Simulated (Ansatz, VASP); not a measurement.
## Ta2NbN3: VASP beside Ansatz

```
Ta Nb N
1.0
     5.22802    0.00000    0.00000
    -2.61401    4.52759    0.00000
     0.00000    0.00000    2.91874
Ta Nb N
2 1 3
Cartesian
  0.0000 3.0184 1.4594
  2.6140 1.5092 1.4594
  0.0000 0.0000 0.0000
  2.0632 0.0000 0.0000
  -1.0316 1.7868 0.0000
  1.5824 2.7408 0.0000
```

Alike in both runs: functional PBE; k mesh 6 × 6 × 10; occupations gaussian, width 0.1 eV; no spin polarisation.

Ansatz relaxed the structure, and its values are those at the end. VASP's run is a single point on that final structure, the one shown.

|  | VASP | Ansatz |
| --- | --- | --- |
| version | VASP 6.6.1 | Ansatz 0.2.0 |
| potentials or method | VASP PAW PBE potentials, release 64 (Ta_pv, Nb_sv, N), cutoff 520 eV | scalar-relativistic, plane waves, PAW |
| valence electrons in the cell | 50 | 54 |

```tsv
	VASP	Ansatz	Ansatz less VASP
gap on the k mesh at the Fermi level (eV)	none	none	-
pressure (GPa)	0.3	0.0	-0.33
rms of the force components (eV/Å)	0.020	0.002	-0.0179
```

A gap of «none» marks a metal or a gap that the smearing closes. With one functional, cell and mesh, what is left measures potentials, basis and numerics. VASP's potentials hold 50 valence electrons a cell and Ansatz's 54, so a difference there can come from the potentials and not from the codes.

Neither program's run includes spin-orbit coupling.
